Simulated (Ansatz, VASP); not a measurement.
Bi: VASP beside Ansatz

```
Bi
1.0
     4.20900    0.00000    0.00000
    -2.10450    3.64510    0.00000
     0.00000    0.00000   28.00000
Bi
2
Direct
  0.33333 0.66667 0.53302
  0.66667 0.33333 0.46698
```

Alike in both runs: task single point; functional PBE; k mesh 9 × 9 × 1; occupations gaussian, width 0.02 eV; no spin polarisation.

|  | VASP | Ansatz |
| --- | --- | --- |
| version | VASP 6.6.1 | Ansatz 0.2.0 |
| potentials or method | VASP PAW PBE potentials, release 64 (Bi_d), cutoff 520 eV | scalar-relativistic, plane waves, PAW |
| valence electrons in the cell | 30 | 30 |

Ansatz gave:

| Property | Result |
| --- | --- |
| gap on the k mesh at the Fermi level (eV) | 0.43 |
| least direct gap on the mesh (eV) | 0.52 |
| rms of the force components (eV/Å) | 0.308 |

Q: What did VASP give for the same quantities?

A: gap on the k mesh at the Fermi level (eV): 0.43; least direct gap on the mesh (eV): 0.51; rms of the force components (eV/Å): 0.300.

Atom by atom the forces differ by 0.008 eV/Å (rms over components). With one functional, cell and mesh, what is left measures potentials, basis and numerics.

Spin-orbit coupling is off throughout.
